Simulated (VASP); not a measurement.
Runs of VASP 6.6.1 on Ba. The structure is that of space group P6_3/mmc (No. 194), or close to it. The cells are those of the table. This isn't the form of Ba at room conditions, which is bcc.

| cell | gap on the mesh (eV) | pressure (GPa) |
| --- | --- | --- |
| a = 4.469, b = 4.469, c = 14.585 Å, angles 90.0, 90.0, 120.0°, 4 atoms | none | -0.5 |
| a = 4.297, b = 4.297, c = 14.023 Å, angles 90.0, 90.0, 120.0°, 4 atoms | none | 0.5 |
| a = 4.237, b = 4.237, c = 13.826 Å, angles 90.0, 90.0, 120.0°, 4 atoms | none | 0.9 |
| a = 4.356, b = 4.356, c = 14.216 Å, angles 90.0, 90.0, 120.0°, 4 atoms | none | (b) |
| a = 4.174, b = 4.174, c = 13.623 Å, angles 90.0, 90.0, 120.0°, 4 atoms | none | (a) |

Alike in all rows: task single point; level PBEsol; potentials or basis VASP PAW PBE potentials, release 64 (Ba_sv); no spin polarisation; k mesh 10 × 10 × 3; cutoff (eV) 520; smearing fermi-dirac 0.1 eV.

**Question.** Fill in the values left out.

**Answer.** (a) 1.4; (b) 0.1.

Caveats: the PAW data sets were made with another functional, which shifts forces and pressure a little; spin-orbit coupling is left out, which moves the levels of the heavy elements.

A k mesh can miss the band edges, and the runs leave out spin-orbit coupling on Ba.

A gap of «none» marks levels without a gap at the run's occupations.
